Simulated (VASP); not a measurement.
The system is CdSe.

```
Cd Se
1.0
     0.00000    3.07027    3.07027
     3.07027    0.00000    3.07027
     3.07027    3.07027    0.00000
Cd Se
1 1
Direct
  0.00000 0.00000 0.00000
  0.75000 0.75000 0.75000
```

Program: VASP 6.6.1. Alike in all runs: task single point; no spin polarisation; cell as given; k mesh 6 × 6 × 6; smearing gaussian 0.01 eV.

Problem. Order these runs on this cell by their pressure, lowest first.
A. level LDA; potentials or basis VASP PAW LDA potentials, release 64 (Cd, Se); cutoff (eV) 500
B. level BLYP; potentials or basis VASP PAW PBE potentials, release 64 (Cd, Se); cutoff (eV) 500
C. level r2SCAN; potentials or basis VASP PAW PBE potentials, release 64 (Cd, Se); cutoff (eV) 550

Solution. A (-2.9 GPa), C (0.1 GPa), B (4.4 GPa).

Caveats: the PAW data sets were made with another functional, which shifts forces and pressure a little (some runs).
